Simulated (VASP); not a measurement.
AlCo, 2 atoms in the cell. It takes space group Pm-3m (No. 221, cubic). Conventional cell: a = 2.857 Å, b = 2.857 Å, c = 2.857 Å, α = 90.00°, β = 90.00°, γ = 90.00°. Within 3.3 Å of Co (site symmetry m-3m) lie 8 Al at 2.47 Å and 6 Co at 2.86 Å. Al (site symmetry m-3m) has 8 Co at 2.47 Å and 6 Al at 2.86 Å within 3.3 Å.  This cell differs from its parent crystal: volume scaled by 1.04.

| Quantity | Value |
| --- | --- |
| Program | VASP 6.6.1 |
| Task | single point |
| Functional | LDA |
| Potentials or basis | VASP PAW LDA potentials, release 64 (Co, Al) |
| Cutoff | 520 eV |
| k mesh | 9 × 9 × 9 |
| Occupations | fermi-dirac, width 0.05 eV |
| Spin | collinear spin, ferromagnetic start |
| Starting moments | [2.0, 0.0] μB |
| Dipole correction | no |
| Further INCAR settings | ALGO = Normal; EDIFF = 1e-06; NBANDS = 17 |

Potentials or basis: VASP PAW LDA potentials, release 64 (Co, Al).

Launch:

```bash
$ cat potpaw_LDA.64/Co/POTCAR potpaw_LDA.64/Al/POTCAR > POTCAR
$ mpirun -np 1 vasp_std > vasp.out
```

Hardware: 1 thread of Intel(R) Xeon(R) Platinum 8259CL CPU @ 2.50GHz (Skylake/Cascade Lake), with other jobs on the host.

Task: How long does it take, and how much memory?

Result: Wall time 18 s on 1 thread of Intel(R) Xeon(R) Platinum 8259CL CPU @ 2.50GHz (Skylake/Cascade Lake) (shared host), peak memory 0.14 GiB. Counts: scf iterations 13, k points 35.
